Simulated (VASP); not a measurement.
Here is a VASP 6.6.1 calculation.

The input INCAR:

```
SYSTEM = Al2H3Rh
ALGO = Normal
EDIFF = 1E-7
ENCUT = 520
GGA = PE
ISIF = 2
ISMEAR = 0
ISPIN = 2
LASPH = .TRUE.
LCHARG = .FALSE.
LMAXMIX = 4
LORBIT = 11
LREAL = .FALSE.
LWAVE = .FALSE.
MAGMOM = 0 0 0 0 0 1
NBANDS = 25
NELM = 150
PREC = Accurate
SIGMA = 0.1
```

The input KPOINTS:

```
k-points
0
G
  4 4 6
  0 0 0
```

The input POSCAR:

```
Al2H3Rh
1.0
    2.9293266110     -3.1644993868      0.0000000000
    2.9293266110      3.1644993868      0.0000000000
    0.0000000000      0.0000000000      2.9928369019
Al H Rh
2 3 1
Direct
    0.5000000000      0.0000000000      0.5000000000
    0.0000000000      0.5000000000      0.5000000000
    0.2182826638      0.2182826638      0.0000000000
    0.7817173362      0.7817173362      0.0000000000
    0.0000000000      0.0000000000      0.5000000000
    0.5000000000      0.5000000000      0.0000000000
```

Potentials or basis: VASP PAW PBE potentials, release 64 (Al, H, Rh_pv).

Command:

```sh
$ cat potpaw_PBE.64/Al/POTCAR potpaw_PBE.64/H/POTCAR potpaw_PBE.64/Rh_pv/POTCAR > POTCAR
$ mpirun -np 1 vasp_std > vasp.out
```

Predict the net moment.

0.00 μB per cell.

Predict the band gap on the k mesh.

zero (filled and empty bands overlap).

Predict the largest force.

0.006 eV/Å.

Estimate the pressure.

-0.2 GPa.

Forces on the atoms (eV/Å):
```
Al   0.000  0.000  0.000
Al   0.000  0.000  0.000
H    0.006  0.000  0.000
H   -0.006  0.000  0.000
H    0.000  0.000  0.000
Rh   0.000  0.000  0.000
```

Caveat: the k points lie up to 0.37 Å⁻¹ apart.
